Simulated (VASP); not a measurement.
# H (Cmcm) in VASP: notebook

H is run at these levels: LDA; tasks: single point.

All numbers are computed with VASP 6.6.1; they aren't measurements. Logs are shortened: lines on timing, memory, paths and dates and some standing lists are left out, and cuts for length are marked.

**1. The cell of the first run**

The structure is orthorhombic, space group Cmcm (No. 63). The conventional cell has a = 3.379 Å, b = 5.600 Å, c = 6.314 Å, α = 90.00°, β = 90.00°, γ = 90.00°. H (site symmetry m) has 1 H at 0.76 Å within 1.0 Å.

**2. Single point, LDA (strain +0.025 along x and y, +0.000 along z)**

Contents of INCAR:

```
ALGO = Normal ; EDIFF = 1E-7
ENCUT = 520 ; ISIF = 2
ISMEAR = 0 ; LASPH = T
LCHARG = F ; LREAL = F
LWAVE = F ; NBANDS = 10
NELM = 100 ; PREC = Accurate
SIGMA = 0.05
```

Contents of KPOINTS:

```
k-points
0
Gamma
  8 8 4
```

Contents of POSCAR:

```
H
1.0
    1.6897451565     -2.7999804357      0.0000000000
    1.6897451565      2.7999804357      0.0000000000
    0.0000000000      0.0000000000      6.3137686200
H
4
Direct
    0.5678085000      0.4321915000      0.9995149500
    0.4321915000      0.5678085000      0.0004850500
    0.4321915000      0.5678085000      0.4995149500
    0.5678085000      0.4321915000      0.5004850500
```

Potentials or basis: VASP PAW LDA potentials, release 64 (H).

The run is started by

```
$ cat potpaw_LDA.64/H/POTCAR > POTCAR
$ mpirun -np 1 vasp_std > vasp.out
```

OUTCAR:

```text
EDIFF = 1E-7
   ENCUT = 520
   ISIF = 2
   ISMEAR = 0
   LASPH = T
   LREAL = F
   NELM = 100
   PREC = Accurate

 ion  position               nearest neighbor table
   1  0.568  0.432  1.000-   2 0.76
   2  0.432  0.568  0.000-   1 0.76
   3  0.432  0.568  0.500-   4 0.76
   4  0.568  0.432  0.500-   3 0.76

  LATTYP: Found a base centered orthorhombic cell.
 ALAT       =     3.3794903130
 B/A-ratio  =     1.6570430310
 C/A-ratio  =     1.8682606060

  Lattice vectors:

 A1 = (   1.6897451565,  -2.7999804357,   0.0000000000)
 A2 = (   1.6897451565,   2.7999804357,   0.0000000000)
 A3 = (   0.0000000000,   0.0000000000,   6.3137686200)

Analysis of symmetry for initial positions (statically):
=====================================================================
 Subroutine PRICEL returns:
 Original cell was already a primitive cell.

 Routine SETGRP: Setting up the symmetry group for a
 base centered orthorhombic supercell.

 Subroutine GETGRP returns: Found  8 space group operations
 (whereof  4 operations were pure point group operations)
 out of a pool of  8 trial point group operations.

The static configuration has the point symmetry C_2h.
 The point group associated with its full space group is D_2h.

Analysis of symmetry for dynamics (positions and initial velocities):
=====================================================================
 Subroutine PRICEL returns:
 Original cell was already a primitive cell.

 Routine SETGRP: Setting up the symmetry group for a
 base centered orthorhombic supercell.

 Subroutine GETGRP returns: Found  8 space group operations
 (whereof  4 operations were pure point group operations)
 out of a pool of  8 trial point group operations.

The dynamic configuration has the point symmetry C_2h.
 The point group associated with its full space group is D_2h.

 Subroutine INISYM returns: Found  8 space group operations
 (whereof  4 operations are pure point group operations),
 and found     1 'primitive' translations

----------------------------------------------------------------------------------------

                                     Primitive cell

  volume of cell :      59.7441

  direct lattice vectors                    reciprocal lattice vectors
     1.689745156 -2.799980436  0.000000000     0.295902609 -0.178572676  0.000000000
     1.689745156  2.799980436  0.000000000     0.295902609  0.178572676  0.000000000
     0.000000000  0.000000000  6.313768620     0.000000000  0.000000000  0.158384011

  length of vectors
     3.270340828  3.270340828  6.313768620     0.345610409  0.345610409  0.158384011

  position of ions in fractional coordinates (direct lattice)
     0.567808500  0.432191500  0.999514950
     0.432191500  0.567808500  0.000485050
     0.432191500  0.567808500  0.499514950
     0.567808500  0.432191500  0.500485050

  ion indices of the primitive-cell ions
   primitive index   ion index
                 1           1
                 2           2
                 3           3
                 4           4

----------------------------------------------------------------------------------------

 KPOINTS: k-points

Automatic generation of k-mesh.
 Grid dimensions read from file:
 generate k-points for:    8    8    4

 Generating k-lattice:

  Cartesian coordinates                     Fractional coordinates (reciprocal lattice)
     0.036987826 -0.022321585  0.000000000     0.125000000 -0.000000000  0.000000000
     0.036987826  0.022321585  0.000000000    -0.000000000  0.125000000  0.000000000
     0.000000000  0.000000000  0.039596003     0.000000000  0.000000000  0.250000000

  Length of vectors
     0.043201301  0.043201301  0.039596003

  Shift w.r.t. Gamma in fractional coordinates (k-lattice)
     0.000000000  0.000000000  0.000000000

 Subroutine IBZKPT returns following result:
 ===========================================

 Found     63 irreducible k-points:

 Following reciprocal coordinates:
            Coordinates               Weight
  0.000000  0.000000  0.000000      1.000000
  0.125000  0.000000  0.000000      4.000000
  0.250000  0.000000  0.000000      4.000000
  0.375000  0.000000  0.000000      4.000000
  0.500000  0.000000  0.000000      2.000000
  0.125000  0.125000  0.000000      2.000000
[... 16 lines left out ...]
  0.125000  0.000000  0.250000      8.000000
  0.250000  0.000000  0.250000      8.000000
 [... further k-points ...]
   k-points           NKPTS =     63   k-points in BZ     NKDIM =     63   number of bands    NBANDS=     10
   number of dos      NEDOS =    301   number of ions     NIONS =      4
   total plane-waves  NPLWV =  27648
   dimension x,y,z NGX =    24 NGY =   24 NGZ =   48
   dimension x,y,z NGXF=    48 NGYF=   48 NGZF=   96
   ions per type =               4
   NGX,Y,Z   is equivalent  to a cutoff of  12.20, 12.20, 12.64 a.u.
   NGXF,Y,Z  is equivalent  to a cutoff of  24.40, 24.40, 25.28 a.u.
 SYSTEM =  unknown system
   PREC   = accura    normal or accurate (medium, high low for compatibility)
   ISTART =      0    job   : 0-new  1-cont  2-samecut
   ICHARG =      2    charge: 1-file 2-atom 10-const
   ISPIN  =      1    spin polarized calculation?
   LNONCOLLINEAR =      F non collinear calculations
   LSORBIT =      F    spin-orbit coupling
   LASPH  =      T    aspherical Exc in radial PAW
   ENCUT  =  520.0 eV  38.22 Ry    6.18 a.u.   6.08  6.08 11.74*2*pi/ulx,y,z
   NELM   =    100;   NELMIN=  2; NELMDL= -5     # of ELM steps
   EDIFF  = 0.1E-06   stopping-criterion for ELM
   LREAL  =      F    real-space projection
   EDIFFG = 0.1E-05   stopping-criterion for IOM
   NSW    =      0    number of steps for IOM
   IBRION =     -1    ionic relax: 0-MD 1-quasi-New 2-CG
   NFREE  =      0    steps in history (QN), initial steepest desc. (CG)
   ISIF   =      2    stress and relaxation
   ISYM   =      2    0-nonsym 1-usesym 2-fastsym
   POTIM  = 0.5000    time-step for ionic-motion
   TEBEG  =    0.0;   TEEND  =   0.0 temperature during run
   PSTRESS=    0.0 pullay stress
   NELECT =       4.0000    total number of electrons
   NUPDOWN=      -1.0000    fix difference up-down
   EMIN   =  10.00;   EMAX   =-10.00  energy-range for DOS
   EFERMI =   0.00;   METHOD = LEGACY
   ISMEAR =     0;   SIGMA  =   0.05  broadening in eV -4-tet -1-fermi 0-gaus
   EFERMI_NEDOS =   21; number of points for ismear=-14 and -15
   IALGO  =     38    algorithm
   IMIX   =      4    mixing-type and parameters
     AMIX     =   0.40;   BMIX     =  1.00
     AMIX_MAG =   1.60;   BMIX_MAG =  1.00
  volume/ion in A,a.u.               =      14.94       100.79
  Fermi-wavevector in a.u.,A,eV,Ry     =   0.664757  1.256209  6.012448  0.441902
  Thomas-Fermi vector in A             =   1.738543
   LORBIT       =      0    0 simple, 1 ext, 2 COOP (PROOUT), +10 PAW based schemes
   GGA     = CA    functional components
   LHFCALC =     F    Hartree Fock is set to
   AEXX    =    0.0000 exact exchange contribution
   IVDW    =     0    specifies the selected vdW correction
   LEPSILON=     F    determine dielectric tensor
   LRPA    =     F    only Hartree local field effects (RPA)
 non-spin polarized calculation
 Gauss-broadening in eV      SIGMA  =   0.05
  energy-cutoff  :      520.00
  volume of cell :       59.74
 maximum number of plane-waves:      1632
   NGX = 13   NGY = 13   NGZ = 23

 number of electron       3.9999999 magnetization

 Free energy of the ion-electron system (eV)
  ---------------------------------------------------
  ext. energy  EPLUGINS =         0.00000000
  ---------------------------------------------------
  free energy    TOTEN  =       -13.50337440 eV

  energy without entropy =      -13.50337440  energy(sigma->0) =      -13.50337440

 E-fermi :  -8.2383     XC(G=0):  -5.2019

 val. band max:       -8.4483805084   @ k =   0.3750   0.3750   0.0000
 cond. band min:      -0.7926136738   @ k =   0.5000   0.5000   0.0000
 fundamental gap:      7.6557668346
 Fermi energy:        -8.2383479686

 k-point     1 :       0.0000    0.0000    0.0000
  band No.  band energies     occupation
      1     -10.3580      2.00000
      2      -9.5906      2.00000
      3       0.2603      0.00000
      4       3.2149      0.00000
      5       7.4128      0.00000
      6       7.5909      0.00000
      7       8.3091      0.00000
      8       9.6844      0.00000
      9      11.7476      0.00000
     10      11.9743      0.00000

 k-point     2 :       0.1250    0.0000    0.0000
  band No.  band energies     occupation
      1     -10.2197      2.00000
      2      -9.4757      2.00000
      3       0.5342      0.00000
      4       2.8207      0.00000
      5       6.1758      0.00000
      6       6.9733      0.00000
      7       8.7623      0.00000
      8       9.9430      0.00000
      9      10.1610      0.00000
     10      12.0168      0.00000

 k-point     3 :       0.2500    0.0000    0.0000
  band No.  band energies     occupation
      1      -9.8557      2.00000
      2      -9.1788      2.00000
      3       1.3500      0.00000
      4       1.7354      0.00000
      5       4.3211      0.00000
      6       6.4221      0.00000
      7       8.5305      0.00000
      8       8.6344      0.00000
      9      10.4063      0.00000
     10      10.7021      0.00000

 k-point     4 :       0.3750    0.0000    0.0000
  band No.  band energies     occupation
      1      -9.4360      2.00000
      2      -8.8474      2.00000
      3       0.5688      0.00000
      4       2.6716      0.00000
      5       2.9224      0.00000
      6       6.2759      0.00000
      7       7.2902      0.00000
      8       7.4435      0.00000
      9       8.3795      0.00000
     10      10.6497      0.00000
[... 222 lines left out ...]
 k-point    22 :       0.0000    0.0000    0.2500
  band No.  band energies     occupation
      1     -10.2592      2.00000
      2      -9.7192      2.00000
      3       0.6885      0.00000
      4       2.8072      0.00000
      5       7.5233      0.00000
      6       7.5564      0.00000
      7       8.1532      0.00000
      8       8.4507      0.00000
      9      11.9463      0.00000
     10      13.3087      0.00000

 k-point    23 :       0.1250    0.0000    0.2500
  band No.  band energies     occupation
      1     -10.1234      2.00000
      2      -9.5997      2.00000
      3       0.9293      0.00000
      4       2.5994      0.00000
      5       6.1139      0.00000
      6       6.7260      0.00000
      7       8.4997      0.00000
      8       8.5977      0.00000
      9      11.1015      0.00000
     10      12.6114      0.00000

 k-point    24 :       0.2500    0.0000    0.2500
  band No.  band energies     occupation
      1      -9.7670      2.00000
      2      -9.2899      2.00000
      3       1.5859      0.00000
      4       1.8030      0.00000
      5       4.3366      0.00000
      6       6.0381      0.00000
      7       8.0764      0.00000
      8       8.3992      0.00000
      9       9.7572      0.00000
     10      10.4747      0.00000

 [... further k-points ...]
[... 5 lines left out ...]
  --------------------------------------------------------------------------------------
  -------------------------------------------------------------------------------------
  Total       -0.2132234      0.1827508     -0.1475409      0.0000000      0.0000000      0.0000000
  in kB       -5.7180842      4.9008913     -3.9566553      0.0000000      0.0000000      0.0000000
  external PRESSURE =      -1.5912827 kB  Pullay stress =       0.0000000 kB

 VOLUME and BASIS-vectors are now :
 -----------------------------------------------------------------------------
  energy-cutoff  :      520.00
  volume of cell :       59.74
      direct lattice vectors                 reciprocal lattice vectors
     1.689745156 -2.799980436  0.000000000     0.295902609 -0.178572676  0.000000000
     1.689745156  2.799980436  0.000000000     0.295902609  0.178572676  0.000000000
     0.000000000  0.000000000  6.313768620     0.000000000  0.000000000  0.158384011

 POSITION                                       TOTAL-FORCE (eV/Angst)
 -----------------------------------------------------------------------------------
      1.68975     -0.37972      6.31071         0.000000     -0.316418     -0.002769
      1.68975      0.37972      0.00306         0.000000      0.316418      0.002769
      1.68975      0.37972      3.15382         0.000000      0.316418     -0.002769
      1.68975     -0.37972      3.15995         0.000000     -0.316418      0.002769
 -----------------------------------------------------------------------------------
    total drift:                                0.000000      0.000000      0.000000

  FREE ENERGIE OF THE ION-ELECTRON SYSTEM (eV)
  ---------------------------------------------------
  free  energy   TOTEN  =       -13.5033743983 eV

  energy  without entropy=      -13.5033743983  energy(sigma->0) =      -13.50337440
```

Wall time 18 s (1 thread of Intel Xeon Platinum 8375C at 2.90GHz (Ice Lake), shared host); peak memory 0.15 GiB.

What came out:

- Free energy: -13.5034 eV
- Pressure: -0.2 GPa
- Largest force: 0.316 eV/Å
- Band gap on the k mesh: 7.66 eV

Forces in eV/Å, atoms in the order of the input:
```
H    0.000 -0.316 -0.003
H    0.000  0.316  0.003
H    0.000  0.316 -0.003
H    0.000 -0.316  0.003
```

Stress tensor (GPa, compression positive):
```
-0.57  0.00  0.00
 0.00  0.49  0.00
 0.00  0.00 -0.40
```

Levels at points of the mesh, in eV from the valence-band top:
| k point | band 1 | band 2 | band 3 | band 4 | band 5 | band 6 |
| --- | --- | --- | --- | --- | --- | --- |
| (0.00, 0.00, 0.00) | -1.91 | -1.14 | 8.71 | 11.66 | 15.86 | 16.04 |
| (0.50, 0.00, 0.00) | -0.79 | -0.25 | 8.52 | 10.85 | 12.38 | 14.09 |
| (0.50, 0.50, 0.00) | -0.52 | 0.00 | 7.66 | 9.62 | 12.88 | 14.07 |
| (0.00, 0.00, 0.50) | -1.56 | -1.56 | 10.20 | 10.20 | 16.11 | 16.11 |
| (0.50, 0.00, 0.50) | -0.53 | -0.53 | 9.34 | 9.34 | 13.84 | 13.84 |
| (0.50, 0.50, 0.50) | -0.27 | -0.27 | 8.40 | 8.40 | 14.04 | 14.04 |

Caveat: the cell differs from its parent crystal (strain +0.025 along x and y, +0.000 along z). A k mesh can miss the band edges.

[end of part 1 of 2]
